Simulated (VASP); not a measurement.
Input of a VASP 6.6.1 run:

The input INCAR:

```
PREC = Accurate
ENCUT = 600
EDIFF = 1E-6
ISMEAR = 0
SIGMA = 0.02
LREAL = F
LASPH = T
NELM = 120
ALGO = Normal
ISIF = 2
LWAVE = F
LCHARG = F
GGA = PS
NBANDS = 11
GGA_COMPAT = F
```

Contents of KPOINTS:

```
Automatic mesh
0
Gamma
  16 16 16
```

POSCAR

```
SiC
1.0
    0.0000000000      1.8436272668      1.8436272668
    1.8436272668      0.0000000000      1.8436272668
    1.8436272668      1.8436272668      0.0000000000
C Si
1 1
Direct
    0.0000000000      0.0000000000      0.0000000000
    0.5000000000      0.5000000000      0.5000000000
```

Potentials or basis: VASP PAW PBE potentials, release 64 (C, Si).

Run with:

```console
$ cat potpaw_PBE.64/C/POTCAR potpaw_PBE.64/Si/POTCAR > POTCAR
$ mpirun -np 1 vasp_std > vasp.out
```

(1) What does it give for the band gap on the k mesh?

(2) Predict the pressure.

## Answers

(1) 0.94 eV, indirect (least direct gap 6.49 eV).

(2) 125.8 GPa.

Caveat: the PAW data sets were made with another functional, which shifts forces and pressure a little.
